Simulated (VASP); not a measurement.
Crystal: SrCl2.

```
CELL_PARAMETERS angstrom
0.00000 3.49772 3.49772
3.49772 0.00000 3.49772
3.49772 3.49772 0.00000
ATOMIC_POSITIONS crystal
Sr 0.00000 0.00000 0.00000
Cl 0.25000 0.25000 0.25000
Cl 0.75000 0.75000 0.75000
```

Base run:

| Item | Value |
| --- | --- |
| Program | VASP 6.6.1 |
| Functional | r2SCAN |
| Potentials or basis | VASP PAW PBE potentials, release 64 (Sr_sv, Cl) |
| Cutoff | 520 eV |
| k mesh | 6 × 6 × 6 |
| Occupations | gaussian, width 0.01 eV |
| Spin | no spin polarisation |

Its results: band gap on the k mesh 5.94 eV, indirect (least direct gap 5.99 eV); pressure 0.0 GPa.

The run is repeated on the same cell with these changes: functional from r2SCAN to PBEsol; k mesh from 6 × 6 × 6 to 8 × 8 × 8. What comes out?

Band gap on the k mesh 5.10 eV, indirect (least direct gap 5.36 eV); pressure -1.2 GPa.

Several settings changed at once, so the effect can't be laid on one alone.

Caveats: the PAW data sets were made with another functional, which shifts forces and pressure a little.

A k mesh can miss the band edges.
